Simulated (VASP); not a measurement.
# Cu (Fm-3m) in VASP: single point with PBEsol

Aim: the single point of Cu with PBEsol.

All numbers are computed with VASP 6.6.1; they aren't measurements. Logs are shortened: lines on timing, memory, paths and dates and some standing lists are left out, and cuts for length are marked.

### Step 1. The cell of the first run

Symmetry: Fm-3m, No. 225, cubic system. The conventional cell has a = 3.564 Å, b = 3.564 Å, c = 3.564 Å, α = 90.00°, β = 90.00°, γ = 90.00°. Within 3.3 Å of Cu (site symmetry m-3m) lie 12 Cu at 2.52 Å.

### Step 2. Single point, PBEsol

File INCAR:

```
SYSTEM = Cu
ALGO = Normal
EDIFF = 1E-6
ENCUT = 520
GGA = PS
ISIF = 2
ISMEAR = 0
LASPH = .TRUE.
LCHARG = .FALSE.
LREAL = .FALSE.
LWAVE = .FALSE.
NBANDS = 12
NELM = 60
PREC = Accurate
SIGMA = 0.05
```

File KPOINTS:

```
k-points
0
G
  16 16 16
  0 0 0
```

File POSCAR:

```
Cu
1.0
    0.0000000000      1.7822372988      1.7822372988
    1.7822372988      0.0000000000      1.7822372988
    1.7822372988      1.7822372988      0.0000000000
Cu
1
Direct
    0.0000000000      0.0000000000      0.0000000000
```

Potentials or basis: VASP PAW PBE potentials, release 64 (Cu).

On the command line:

```console
> cat potpaw_PBE.64/Cu/POTCAR > POTCAR
> mpirun -np 1 vasp_std > vasp.out
```

OUTCAR:

```text
SYSTEM = Cu
   EDIFF = 1E-6
   ENCUT = 520
   GGA = PS
   ISIF = 2
   ISMEAR = 0
   LASPH = .TRUE.
   LREAL = .FALSE.
   NELM = 60
   PREC = Accurate

 ion  position               nearest neighbor table
   1  0.000  0.000  0.000-

  LATTYP: Found a face centered cubic cell.
 ALAT       =     3.5644745976

  Lattice vectors:

 A1 = (   0.0000000000,   1.7822372988,   1.7822372988)
 A2 = (   1.7822372988,   0.0000000000,   1.7822372988)
 A3 = (   1.7822372988,   1.7822372988,   0.0000000000)

Analysis of symmetry for initial positions (statically):
=====================================================================
 Subroutine PRICEL returns:
 Original cell was already a primitive cell.

 Routine SETGRP: Setting up the symmetry group for a
 face centered cubic supercell.

 Subroutine GETGRP returns: Found 48 space group operations
 (whereof 48 operations were pure point group operations)
 out of a pool of 48 trial point group operations.

The static configuration has the point symmetry O_h .

Analysis of symmetry for dynamics (positions and initial velocities):
=====================================================================
 Subroutine PRICEL returns:
 Original cell was already a primitive cell.

 Routine SETGRP: Setting up the symmetry group for a
 face centered cubic supercell.

 Subroutine GETGRP returns: Found 48 space group operations
 (whereof 48 operations were pure point group operations)
 out of a pool of 48 trial point group operations.

The dynamic configuration has the point symmetry O_h .

 Subroutine INISYM returns: Found 48 space group operations
 (whereof 48 operations are pure point group operations),
 and found     1 'primitive' translations

----------------------------------------------------------------------------------------

                                     Primitive cell

  volume of cell :      11.3221

  direct lattice vectors                    reciprocal lattice vectors
     0.000000000  1.782237299  1.782237299    -0.280546255  0.280546255  0.280546255
     1.782237299  0.000000000  1.782237299     0.280546255 -0.280546255  0.280546255
     1.782237299  1.782237299  0.000000000     0.280546255  0.280546255 -0.280546255

  length of vectors
     2.520464159  2.520464159  2.520464159     0.485920368  0.485920368  0.485920368

[... 83 lines left out ...]
   NFREE  =      0    steps in history (QN), initial steepest desc. (CG)
   ISIF   =      2    stress and relaxation
   ISYM   =      2    0-nonsym 1-usesym 2-fastsym
   POTIM  = 0.5000    time-step for ionic-motion
   TEBEG  =    0.0;   TEEND  =   0.0 temperature during run
   PSTRESS=    0.0 pullay stress
   NELECT =      11.0000    total number of electrons
   NUPDOWN=      -1.0000    fix difference up-down
   EMIN   =  10.00;   EMAX   =-10.00  energy-range for DOS
   EFERMI =   0.00;   METHOD = LEGACY
   ISMEAR =     0;   SIGMA  =   0.05  broadening in eV -4-tet -1-fermi 0-gaus
   EFERMI_NEDOS =   21; number of points for ismear=-14 and -15
   IALGO  =     38    algorithm
   IMIX   =      4    mixing-type and parameters
     AMIX     =   0.40;   BMIX     =  1.00
     AMIX_MAG =   1.60;   BMIX_MAG =  1.00
  volume/ion in A,a.u.               =      11.32        76.41
  Fermi-wavevector in a.u.,A,eV,Ry     =   1.621425  3.064049 35.769976  2.629019
  Thomas-Fermi vector in A             =   2.715203
   LORBIT       =      0    0 simple, 1 ext, 2 COOP (PROOUT), +10 PAW based schemes
   GGA     = PS    functional components
   LHFCALC =     F    Hartree Fock is set to
   AEXX    =    0.0000 exact exchange contribution
   IVDW    =     0    specifies the selected vdW correction
   LEPSILON=     F    determine dielectric tensor
   LRPA    =     F    only Hartree local field effects (RPA)
 non-spin polarized calculation
 Gauss-broadening in eV      SIGMA  =   0.05
  energy-cutoff  :      520.00
  volume of cell :       11.32
 maximum number of plane-waves:       316
   NGX =  9   NGY =  9   NGZ =  9

 number of electron      11.0000013 magnetization

 Free energy of the ion-electron system (eV)
  ---------------------------------------------------
  ext. energy  EPLUGINS =         0.00000000
  ---------------------------------------------------
  free energy    TOTEN  =        -4.30849961 eV

  energy without entropy =       -4.30811163  energy(sigma->0) =       -4.30830562

 E-fermi :   7.8939     XC(G=0): -13.1557

 val. band max:        7.8836395130   @ k =   0.5000   0.1875   0.0625
 cond. band min:       7.9582940524   @ k =   0.5000   0.3125   0.1250
 fundamental gap:      0.0746545394
 Fermi energy:         7.8939315487

 k-point     1 :       0.0000    0.0000    0.0000
  band No.  band energies     occupation
      1      -1.7825      2.00000
      2       4.7773      2.00000
      3       4.7773      2.00000
      4       4.7773      2.00000
      5       5.6658      2.00000
      6       5.6658      2.00000
      7      30.8539      0.00000
      8      33.7984      0.00000
      9      33.7984      0.00000
     10      33.7984      0.00000
     11      36.3167      0.00000
     12      36.3167      0.00000
[... 331 lines left out ...]
 k-point    24 :      -0.0625    0.0625    0.0000
  band No.  band energies     occupation
      1      -1.3935      2.00000
      2       4.6849      2.00000
      3       4.8476      2.00000
      4       4.8618      2.00000
      5       5.5977      2.00000
      6       5.6798      2.00000
      7      28.9800      0.00000
      8      30.2065      0.00000
      9      32.7715      0.00000
     10      34.3513      0.00000
     11      36.5082      0.00000
     12      37.1155      0.00000

 [... further k-points ...]

------------------------ aborting loop because EDIFF is reached ----------------------------------------

  FORCE on cell =-STRESS in cart. coord.  units (eV):
  Direction    XX          YY          ZZ          XY          YZ          ZX
  --------------------------------------------------------------------------------------
  -------------------------------------------------------------------------------------
  Total        0.0489460      0.0489460      0.0489460      0.0000000     -0.0000000      0.0000000
  in kB        6.9262994      6.9262994      6.9262994      0.0000000     -0.0000000      0.0000000
  external PRESSURE =       6.9262994 kB  Pullay stress =       0.0000000 kB

 VOLUME and BASIS-vectors are now :
 -----------------------------------------------------------------------------
  energy-cutoff  :      520.00
  volume of cell :       11.32
      direct lattice vectors                 reciprocal lattice vectors
     0.000000000  1.782237299  1.782237299    -0.280546255  0.280546255  0.280546255
     1.782237299  0.000000000  1.782237299     0.280546255 -0.280546255  0.280546255
     1.782237299  1.782237299  0.000000000     0.280546255  0.280546255 -0.280546255

 POSITION                                       TOTAL-FORCE (eV/Angst)
 -----------------------------------------------------------------------------------
      0.00000      0.00000      0.00000        -0.000000     -0.000000      0.000000
 -----------------------------------------------------------------------------------
    total drift:                                0.000000      0.000000      0.000000

  FREE ENERGIE OF THE ION-ELECTRON SYSTEM (eV)
  ---------------------------------------------------
  free  energy   TOTEN  =        -4.3084996056 eV

  energy  without entropy=       -4.3081116302  energy(sigma->0) =       -4.30830562
```

OSZICAR:

```text
N       E                     dE             d eps       ncg     rms          rms(c)
DAV:   1     0.423722344339E+02    0.42372E+02   -0.54688E+03  3884   0.156E+03
DAV:   2    -0.405822556806E+01   -0.46430E+02   -0.42732E+02  3580   0.207E+02
DAV:   3    -0.539763282267E+01   -0.13394E+01   -0.13331E+01  4024   0.399E+01
DAV:   4    -0.540552101110E+01   -0.78882E-02   -0.78872E-02  3996   0.270E+00
DAV:   5    -0.540558612699E+01   -0.65116E-04   -0.65113E-04  4100   0.250E-01    0.843E+00
DAV:   6    -0.473903754024E+01    0.66655E+00   -0.16956E+01  4160   0.788E+01    0.413E+00
DAV:   7    -0.432333311555E+01    0.41570E+00   -0.25540E+00  4160   0.304E+01    0.588E-01
DAV:   8    -0.431036954761E+01    0.12964E-01   -0.52791E-03  4088   0.115E+00    0.321E-01
DAV:   9    -0.430849219591E+01    0.18774E-02   -0.10168E-02  4280   0.172E+00    0.234E-02
DAV:  10    -0.430849883863E+01   -0.66427E-05   -0.31390E-05  4916   0.901E-02    0.683E-03
DAV:  11    -0.430849960562E+01   -0.76700E-06   -0.85817E-07  2856   0.192E-02
   1 F= -.43084996E+01 E0= -.43083056E+01  d E =-.387975E-03
```

stdout:

```text
POSCAR found type information on POSCAR Cu
 POSCAR found :  1 types and       1 ions
 scaLAPACK will be used
 -----------------------------------------------------------------------------
|                                                                             |
|                                                                             |
|     You enforced a specific xc type in the INCAR file but a different       |
|     I HOPE YOU KNOW WHAT YOU ARE DOING!                                     |
|                                                                             |
 -----------------------------------------------------------------------------

 LDA part: xc-table for (Slater+PW92), standard interpolation
 POSCAR, INCAR and KPOINTS ok, starting setup
 FFT: planning ... GRIDC
 FFT: planning ... GRID_SOFT
 FFT: planning ... GRID
 WAVECAR not read
 entering main loop
```

Run time: 6.9 s. Hardware: 1 thread of Intel Xeon 6975P-C (Granite Rapids), shared host; peak memory 0.13 GiB.

What came out:

| Quantity | Value |
| --- | --- |
| Free energy | -4.3085 eV |
| Pressure | 0.7 GPa |

Levels at points of the mesh, in eV from the Fermi level:
| k point | band 4 | band 5 | band 6 | band 7 | band 8 | band 9 |
| --- | --- | --- | --- | --- | --- | --- |
| (0.00, 0.00, 0.00) | -3.12 | -2.23 | -2.23 | 22.96 | 25.90 | 25.90 |
| (0.50, 0.00, 0.00) | -1.62 | -1.62 | -1.13 | 4.00 | 21.43 | 22.72 |
| (0.50, 0.50, 0.00) | -1.47 | -1.47 | 1.46 | 7.44 | 13.40 | 13.40 |

Caveat: the PAW data sets were made with another functional, which shifts forces and pressure a little.
